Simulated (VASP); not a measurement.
Al:

```
Al
1.0
    -1.59122    1.59122    1.59122
     1.59122   -1.59122    1.59122
     1.59122    1.59122   -1.59122
Al
1
Direct
  0.00000 0.00000 0.00000
```

Base run:

| Quantity | Value |
| --- | --- |
| Program | VASP 6.6.1 |
| Functional | PBE |
| Potentials or basis | VASP PAW PBE potentials, release 64 (Al) |
| Cutoff | 500 eV |
| k mesh | 10 × 10 × 10 |
| Occupations | methfessel-paxton, width 0.41 eV |
| Spin | no spin polarisation |

Its results: pressure 4.3 GPa.

After a change of settings the same cell gave: pressure 2.8 GPa. Which change was it?
A. k mesh from 10 × 10 × 10 to 8 × 8 × 8; occupations from methfessel-paxton, width 0.41 eV to fermi-dirac, width 0.025852 eV
B. functional from PBE to PBEsol; occupations from methfessel-paxton, width 0.41 eV to gaussian, width 0.015 eV
C. cutoff from 500 eV to 520 eV; k mesh from 10 × 10 × 10 to 4 × 4 × 4, shifted; occupations from methfessel-paxton, width 0.41 eV to fermi-dirac, width 0.015 eV

B.

Caveats: the PAW data sets were made with another functional, which shifts forces and pressure a little (some runs).
